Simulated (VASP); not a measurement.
Be3Al5, 8 atoms in the cell. Symmetry: P4/mmm, No. 123, tetragonal system. The conventional cell has a = 5.930 Å, b = 5.930 Å, c = 2.965 Å, α = 90.00°, β = 90.00°, γ = 90.00°. Within 3.4 Å of Be (site symmetry mmm) lie 10 Al at 2.57 to 2.96 Å and 4 Be at 2.96 Å. Within 3.4 Å of Be (site symmetry 4/mmm) lie 8 Al at 2.57 Å and 6 Be at 2.96 Å. Within 3.4 Å of Al (site symmetry m2m) lie 6 Be at 2.57 Å and 8 Al at 2.57 to 2.96 Å. Within 3.4 Å of Al (site symmetry 4/mmm) lie 10 Al at 2.57 to 2.96 Å and 4 Be at 2.96 Å. 

| Item | Value |
| --- | --- |
| Program | VASP 6.6.1 |
| Task | single point |
| Functional | PBE |
| Potentials or basis | VASP PAW PBE potentials, release 64 (Be, Al) |
| Cutoff | 520 eV |
| k mesh | 4 × 4 × 6 |
| Occupations | gaussian, width 0.1 eV |
| Spin | no spin polarisation |
| Dipole correction | no |
| Further INCAR settings | ALGO = Fast; EDIFF = 1e-06; NBANDS = 20 |

Potentials or basis: VASP PAW PBE potentials, release 64 (Be, Al).

Command:

```console
$ cat potpaw_PBE.64/Be/POTCAR potpaw_PBE.64/Al/POTCAR > POTCAR
$ mpirun -np 1 vasp_std > vasp.out
```

Hardware: 1 thread of Intel(R) Xeon(R) Platinum 8259CL CPU @ 2.50GHz (Skylake/Cascade Lake) (shared host).

Estimate the wall time of this run.

Wall time 35 s on 1 thread of Intel(R) Xeon(R) Platinum 8259CL CPU @ 2.50GHz (Skylake/Cascade Lake), on a shared host, peak memory 0.23 GiB. Counts: scf iterations 13, k points 24.
